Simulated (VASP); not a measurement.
# Ru (R-3m) in VASP: notebook

Ru is run at these levels: PBE; tasks: single point.

Everything below comes from runs of VASP 6.6.1. Logs are shortened: lines on timing, memory, paths and dates and some standing lists are left out, and cuts for length are marked.

## 1. The cell of the first run

It takes space group R-3m (No. 166, trigonal). Conventional cell: a = 2.650 Å, b = 2.650 Å, c = 6.319 Å, α = 90.00°, β = 90.00°, γ = 120.00°. Within 3.4 Å of Ru (site symmetry -3m) lie 12 Ru at 2.60 to 2.65 Å.

## 2. Single point, PBE

File INCAR:

```
ALGO     = Fast           # electronic algorithm
EDIFF    = 1E-6           # SCF threshold, eV
ENCUT    = 520            # plane-wave cutoff, eV
GGA      = PE             # functional
ISIF     = 2              # what is computed and relaxed
ISMEAR   = 0              # smearing method
LASPH    = T              # aspherical terms in the spheres
LCHARG   = F              # write CHGCAR
LREAL    = F              # projectors in reciprocal space
LWAVE    = F              # write WAVECAR
NBANDS   = 13             # bands
NELM     = 60             # most SCF steps
PREC     = Accurate       # precision mode
SIGMA    = 0.15           # smearing width, eV
```

File KPOINTS:

```
k-points
0
Gamma
  20 20 20
```

File POSCAR:

```
Ru
1.0
   -0.0333389707      1.8407874530      1.8407874530
    1.8407874530     -0.0333389707      1.8407874530
    1.8407874530      1.8407874530     -0.0333389707
Ru
1
Direct
    0.0000000000      0.0000000000      0.0000000000
```

Potentials or basis: VASP PAW PBE potentials, release 64 (Ru_pv).

Started as:

```bash
$ cat potpaw_PBE.64/Ru_pv/POTCAR > POTCAR
$ mpirun -np 1 vasp_std > vasp.out
```

OUTCAR:

```text
EDIFF = 1E-6
   ENCUT = 520
   GGA = PE
   ISIF = 2
   ISMEAR = 0
   LASPH = T
   LREAL = F
   NELM = 60
   PREC = Accurate

 ion  position               nearest neighbor table
   1  0.000  0.000  0.000-

  LATTYP: Found a trigonal (rhomboedric) cell.
 ALAT       =     2.6034800520
 COS(alpha) =     0.4818097241

  Lattice vectors:

 A1 = (  -0.0333389707,   1.8407874530,   1.8407874530)
 A2 = (   1.8407874530,  -0.0333389707,   1.8407874530)
 A3 = (   1.8407874530,   1.8407874530,  -0.0333389707)

Analysis of symmetry for initial positions (statically):
=====================================================================
 Subroutine PRICEL returns:
 Original cell was already a primitive cell.

 Routine SETGRP: Setting up the symmetry group for a
 trigonal (rhombohedral) supercell.

 Subroutine GETGRP returns: Found 12 space group operations
 (whereof 12 operations were pure point group operations)
 out of a pool of 12 trial point group operations.

The static configuration has the point symmetry D_3d.

Analysis of symmetry for dynamics (positions and initial velocities):
=====================================================================
 Subroutine PRICEL returns:
 Original cell was already a primitive cell.

 Routine SETGRP: Setting up the symmetry group for a
 trigonal (rhombohedral) supercell.

 Subroutine GETGRP returns: Found 12 space group operations
 (whereof 12 operations were pure point group operations)
 out of a pool of 12 trial point group operations.

The dynamic configuration has the point symmetry D_3d.

 Subroutine INISYM returns: Found 12 space group operations
 (whereof 12 operations are pure point group operations),
 and found     1 'primitive' translations

----------------------------------------------------------------------------------------

                                     Primitive cell

  volume of cell :      12.8139

  direct lattice vectors                    reciprocal lattice vectors
    -0.033338971  1.840787453  1.840787453    -0.264352929  0.269229004  0.269229004
     1.840787453 -0.033338971  1.840787453     0.269229004 -0.264352929  0.269229004
     1.840787453  1.840787453 -0.033338971     0.269229004  0.269229004 -0.264352929

  length of vectors
     2.603480052  2.603480052  2.603480052     0.463520209  0.463520209  0.463520209

  position of ions in fractional coordinates (direct lattice)
     0.000000000  0.000000000  0.000000000

  ion indices of the primitive-cell ions
   primitive index   ion index
                 1           1

----------------------------------------------------------------------------------------

 KPOINTS: k-points

Automatic generation of k-mesh.
 Grid dimensions read from file:
 generate k-points for:   20   20   20

 Generating k-lattice:

  Cartesian coordinates                     Fractional coordinates (reciprocal lattice)
    -0.013217646  0.013461450  0.013461450     0.050000000  0.000000000  0.000000000
     0.013461450 -0.013217646  0.013461450     0.000000000  0.050000000  0.000000000
     0.013461450  0.013461450 -0.013217646     0.000000000  0.000000000  0.050000000

  Length of vectors
     0.023176010  0.023176010  0.023176010

  Shift w.r.t. Gamma in fractional coordinates (k-lattice)
     0.000000000  0.000000000  0.000000000

 Subroutine IBZKPT returns following result:
 ===========================================

 Found    781 irreducible k-points:

 Following reciprocal coordinates:
            Coordinates               Weight
  0.000000  0.000000  0.000000      1.000000
  0.050000  0.000000  0.000000      6.000000
  0.100000  0.000000  0.000000      6.000000
  0.150000 -0.000000 -0.000000      6.000000
  0.200000  0.000000  0.000000      6.000000
  0.250000  0.000000  0.000000      6.000000
[... 16 lines left out ...]
 -0.400000  0.050000  0.000000     12.000000
 -0.350000  0.050000  0.000000     12.000000
 [... further k-points ...]
   k-points           NKPTS =    781   k-points in BZ     NKDIM =    781   number of bands    NBANDS=     13
   number of dos      NEDOS =    301   number of ions     NIONS =      1
   total plane-waves  NPLWV =   8000
   dimension x,y,z NGX =    20 NGY =   20 NGZ =   20
   dimension x,y,z NGXF=    40 NGYF=   40 NGZF=   40
   ions per type =               1
   NGX,Y,Z   is equivalent  to a cutoff of  12.77, 12.77, 12.77 a.u.
   NGXF,Y,Z  is equivalent  to a cutoff of  25.54, 25.54, 25.54 a.u.
 SYSTEM =  unknown system
   PREC   = accura    normal or accurate (medium, high low for compatibility)
   ISTART =      0    job   : 0-new  1-cont  2-samecut
   ICHARG =      2    charge: 1-file 2-atom 10-const
   ISPIN  =      1    spin polarized calculation?
   LNONCOLLINEAR =      F non collinear calculations
   LSORBIT =      F    spin-orbit coupling
   LASPH  =      T    aspherical Exc in radial PAW
   ENCUT  =  520.0 eV  38.22 Ry    6.18 a.u.   4.84  4.84  4.84*2*pi/ulx,y,z
   NELM   =     60;   NELMIN=  2; NELMDL= -5     # of ELM steps
   EDIFF  = 0.1E-05   stopping-criterion for ELM
   LREAL  =      F    real-space projection
   EDIFFG = 0.1E-04   stopping-criterion for IOM
   NSW    =      0    number of steps for IOM
   IBRION =     -1    ionic relax: 0-MD 1-quasi-New 2-CG
   NFREE  =      0    steps in history (QN), initial steepest desc. (CG)
   ISIF   =      2    stress and relaxation
   ISYM   =      2    0-nonsym 1-usesym 2-fastsym
   POTIM  = 0.5000    time-step for ionic-motion
   TEBEG  =    0.0;   TEEND  =   0.0 temperature during run
   PSTRESS=    0.0 pullay stress
   NELECT =      14.0000    total number of electrons
   NUPDOWN=      -1.0000    fix difference up-down
   EMIN   =  10.00;   EMAX   =-10.00  energy-range for DOS
   EFERMI =   0.00;   METHOD = LEGACY
   ISMEAR =     0;   SIGMA  =   0.15  broadening in eV -4-tet -1-fermi 0-gaus
   EFERMI_NEDOS =   21; number of points for ismear=-14 and -15
   IALGO  =     68    algorithm
   IMIX   =      4    mixing-type and parameters
     AMIX     =   0.40;   BMIX     =  1.00
     AMIX_MAG =   1.60;   BMIX_MAG =  1.00
  volume/ion in A,a.u.               =      12.81        86.47
  Fermi-wavevector in a.u.,A,eV,Ry     =   1.686128  3.186320 38.681752  2.843029
  Thomas-Fermi vector in A             =   2.768849
   LORBIT       =      0    0 simple, 1 ext, 2 COOP (PROOUT), +10 PAW based schemes
   GGA     = PE    functional components
   LHFCALC =     F    Hartree Fock is set to
   AEXX    =    0.0000 exact exchange contribution
   IVDW    =     0    specifies the selected vdW correction
   LEPSILON=     F    determine dielectric tensor
   LRPA    =     F    only Hartree local field effects (RPA)
 non-spin polarized calculation
 RMM-DIIS sequential band-by-band and
 Gauss-broadening in eV      SIGMA  =   0.15
  energy-cutoff  :      520.00
  volume of cell :       12.81
 maximum number of plane-waves:       356
   NGX =  9   NGY =  9   NGZ =  9

 number of electron      14.0000000 magnetization

 Free energy of the ion-electron system (eV)
  ---------------------------------------------------
  ext. energy  EPLUGINS =         0.00000000
  ---------------------------------------------------
  free energy    TOTEN  =        -9.02862643 eV

  energy without entropy =       -9.01537217  energy(sigma->0) =       -9.02199930

 E-fermi :  13.8488     XC(G=0): -14.4796

 val. band max:       13.8479512362   @ k =  -0.2500  -0.4000   0.0500
 cond. band min:      13.8490805380   @ k =   0.3000   0.2000   0.0000
 fundamental gap:      0.0011293018
 Fermi energy:        13.8488387025

 k-point     1 :       0.0000    0.0000    0.0000
  band No.  band energies     occupation
      1     -28.6088      2.00000
      2     -28.6088      2.00000
      3     -28.5562      2.00000
      4       5.5956      2.00000
      5      10.8676      2.00000
      6      10.8676      2.00000
      7      11.3139      2.00000
      8      13.7177      1.78354
      9      13.7177      1.78354
     10      24.3210      0.00000
     11      28.8291      0.00000
     12      34.6382      0.00000
     13      34.6382      0.00000

 k-point     2 :       0.0500    0.0000    0.0000
  band No.  band energies     occupation
      1     -28.6391      2.00000
      2     -28.6125      2.00000
      3     -28.5634      2.00000
      4       5.7085      2.00000
      5      10.8241      2.00000
      6      10.9098      2.00000
      7      11.3488      2.00000
      8      13.6863      1.87468
      9      13.6882      1.87004
     10      24.3210      0.00000
     11      29.0233      0.00000
     12      34.1621      0.00000
     13      34.8327      0.00000

 k-point     3 :       0.1000    0.0000    0.0000
  band No.  band energies     occupation
      1     -28.7317      2.00000
      2     -28.6231      2.00000
      3     -28.5787      2.00000
      4       6.0327      2.00000
      5      10.6945      2.00000
      6      11.0217      2.00000
      7      11.4626      2.00000
      8      13.6131      1.97377
      9      13.6202      1.96891
     10      24.3210      0.00000
     11      29.5668      0.00000
     12      33.0351      0.00000
     13      35.4031      0.00000
[... 305 lines left out ...]
 k-point    23 :      -0.4000    0.0500    0.0000
  band No.  band energies     occupation
      1     -29.7824      2.00000
      2     -28.7750      2.00000
      3     -28.7291      2.00000
      4       7.4939      2.00000
      5      10.7212      2.00000
      6      11.2610      2.00000
      7      13.4774      1.99954
      8      15.2712      0.00000
      9      16.0194      0.00000
     10      24.3187      0.00000
     11      25.5532      0.00000
     12      29.2202      0.00000
     13      35.5498      0.00000

 k-point    24 :      -0.3500    0.0500    0.0000
  band No.  band energies     occupation
      1     -29.6632      2.00000
      2     -28.7641      2.00000
      3     -28.7082      2.00000
      4       7.5990      2.00000
      5      10.8612      2.00000
      6      11.3830      2.00000
      7      12.5750      2.00000
      8      14.7662      0.00000
      9      15.5161      0.00000
     10      24.3201      0.00000
     11      26.6850      0.00000
     12      29.9644      0.00000
     13      36.3841      0.00000

 [... further k-points ...]

------------------------ aborting loop because EDIFF is reached ----------------------------------------

  FORCE on cell =-STRESS in cart. coord.  units (eV):
  Direction    XX          YY          ZZ          XY          YZ          ZX
  --------------------------------------------------------------------------------------
  -------------------------------------------------------------------------------------
  Total        2.2988561      2.2988561      2.2988561      0.4501313      0.4501313      0.4501313
  in kB      287.4363440    287.4363440    287.4363440     56.2819479     56.2819479     56.2819479
  external PRESSURE =     287.4363440 kB  Pullay stress =       0.0000000 kB

 VOLUME and BASIS-vectors are now :
 -----------------------------------------------------------------------------
  energy-cutoff  :      520.00
  volume of cell :       12.81
      direct lattice vectors                 reciprocal lattice vectors
    -0.033338971  1.840787453  1.840787453    -0.264352929  0.269229004  0.269229004
     1.840787453 -0.033338971  1.840787453     0.269229004 -0.264352929  0.269229004
     1.840787453  1.840787453 -0.033338971     0.269229004  0.269229004 -0.264352929

 POSITION                                       TOTAL-FORCE (eV/Angst)
 -----------------------------------------------------------------------------------
      0.00000      0.00000      0.00000         0.000000      0.000000      0.000000
 -----------------------------------------------------------------------------------
    total drift:                                0.000000      0.000000      0.000000

  FREE ENERGIE OF THE ION-ELECTRON SYSTEM (eV)
  ---------------------------------------------------
  free  energy   TOTEN  =        -9.0286264294 eV

  energy  without entropy=       -9.0153721668  energy(sigma->0) =       -9.02199930
```

It took 63 s on 1 thread of Intel Xeon Platinum 8559C (Emerald Rapids), shared host; peak memory 0.22 GiB.

What came out:

```yaml
Free_energy: -9.0286 eV
Pressure: 28.7 GPa
Band_gap_on_the_k_mesh: zero (band 7 reaches 16.31 eV, above the bottom of band 8 at 12.50 eV)
```

## 3. Single point, PBE

File INCAR:

```
ALGO = Normal
EDIFF = 1E-6
ENCUT = 520
GGA = PE
ISIF = 2
ISMEAR = 0
LASPH = T
LCHARG = F
LREAL = F
LWAVE = F
NBANDS = 13
NELM = 100
PREC = Accurate
SIGMA = 0.15
```

KPOINTS is that of step 2.

File POSCAR:

```
Ru
1.0
    0.0333389707      1.8741264237      1.8741264237
    1.8741264237      0.0333389707      1.8741264237
    1.8741264237      1.8741264237      0.0333389707
Ru
1
Direct
    0.0000000000      0.0000000000      0.0000000000
```

Potentials or basis: VASP PAW PBE potentials, release 64 (Ru_pv).

Started as:

```bash
$ cat potpaw_PBE.64/Ru_pv/POTCAR > POTCAR
$ mpirun -np 1 vasp_std > vasp.out
```

Wall time 47 s (1 thread of Intel Xeon Platinum 8559C (Emerald Rapids), shared host); peak memory 0.23 GiB.

It converged, with:

```yaml
Free_energy: -9.0288 eV
Pressure: 28.6 GPa
Band_gap_on_the_k_mesh: zero (band 7 reaches 16.32 eV, above the bottom of band 8 at 12.47 eV)
```

Stress tensor (GPa, compression positive):
```
28.63 -5.58 -5.58
-5.58 28.63 -5.58
-5.58 -5.58 28.63
```

Levels at points of the mesh, in eV from the Fermi level:
| k point | band 4 | band 5 | band 6 | band 7 | band 8 | band 9 | band 10 | band 11 |
| --- | --- | --- | --- | --- | --- | --- | --- | --- |
| (0.00, 0.00, 0.00) | -8.25 | -3.10 | -2.70 | -2.70 | -0.13 | -0.13 | 10.47 | 14.98 |
| (0.50, 0.00, 0.00) | -6.54 | -3.22 | -2.75 | 1.19 | 1.78 | 2.08 | 10.47 | 11.02 |
| (0.50, 0.50, 0.00) | -6.95 | -6.44 | 1.84 | 2.47 | 2.51 | 3.88 | 10.47 | 13.56 |
| (0.50, 0.50, 0.50) | -6.52 | -2.90 | -2.90 | 0.78 | 1.83 | 1.83 | 10.40 | 10.52 |

## 4. Single point, PBE

This run uses another cell than the first one, of the same volume but with other edges.

Edit INCAR of step 3 so:

```diff
@@ -1,2 +1,2 @@
-ALGO = Normal
+ALGO = Fast
 EDIFF = 1E-6
```

KPOINTS is that of step 3.

File POSCAR:

```
Ru
1.0
    0.1000169121      1.9074653943      1.9074653943
    1.9074653943      0.1000169121      1.9074653943
    1.9074653943      1.9074653943      0.1000169121
Ru
1
Direct
    0.0000000000      0.0000000000      0.0000000000
```

Started as:

```bash
$ cat potpaw_PBE.64/Ru_pv/POTCAR > POTCAR
$ mpirun -np 1 vasp_std > vasp.out
```

It took 58 s on 1 thread of Intel Xeon Platinum 8559C (Emerald Rapids), shared host; peak memory 0.23 GiB.

Results (log left out):

- Free energy: -8.9309 eV
- Pressure: 32.2 GPa
- Band gap on the k mesh: zero (band 7 reaches 16.31 eV, above the bottom of band 8 at 12.43 eV)

Stress tensor (GPa, compression positive):
```
 32.18 -16.51 -16.51
-16.51  32.18 -16.51
-16.51 -16.51  32.18
```

Levels at points of the mesh, in eV from the Fermi level:
| k point | band 3 | band 4 | band 5 | band 6 | band 7 | band 8 | band 9 | band 10 | band 11 | band 12 |
| --- | --- | --- | --- | --- | --- | --- | --- | --- | --- | --- |
| (0.00, 0.00, 0.00) | -42.38 | -8.26 | -3.66 | -2.54 | -2.54 | -0.03 | -0.03 | 10.48 | 14.90 | 19.59 |
| (0.50, 0.00, 0.00) | -42.63 | -6.58 | -3.72 | -2.35 | 1.41 | 1.46 | 2.43 | 10.48 | 11.37 | 14.47 |
| (0.50, 0.50, 0.00) | -42.83 | -6.98 | -6.49 | 1.68 | 2.42 | 2.70 | 3.92 | 10.48 | 12.99 | 14.72 |
| (0.50, 0.50, 0.50) | -42.49 | -6.55 | -2.82 | -2.82 | 0.20 | 1.73 | 1.73 | 9.62 | 10.48 | 15.23 |

## 5. Summary

```csv
cell,gap on the mesh (eV),pressure (GPa)
"a = 2.603 Å, angles 61.2°, 1 atom",none,28.7
"a = 2.651 Å, angles 58.8°, 1 atom",none,28.6
"a = 2.699 Å, angles 56.5°, 1 atom",none,32.2
```

Alike in all rows: task single point; level PBE; potentials or basis VASP PAW PBE potentials, release 64 (Ru_pv); no spin polarisation; k mesh 20 × 20 × 20; cutoff (eV) 520; smearing gaussian 0.15 eV.

Total energies depend on the potentials used, so only differences within one code and one set of settings carry meaning.
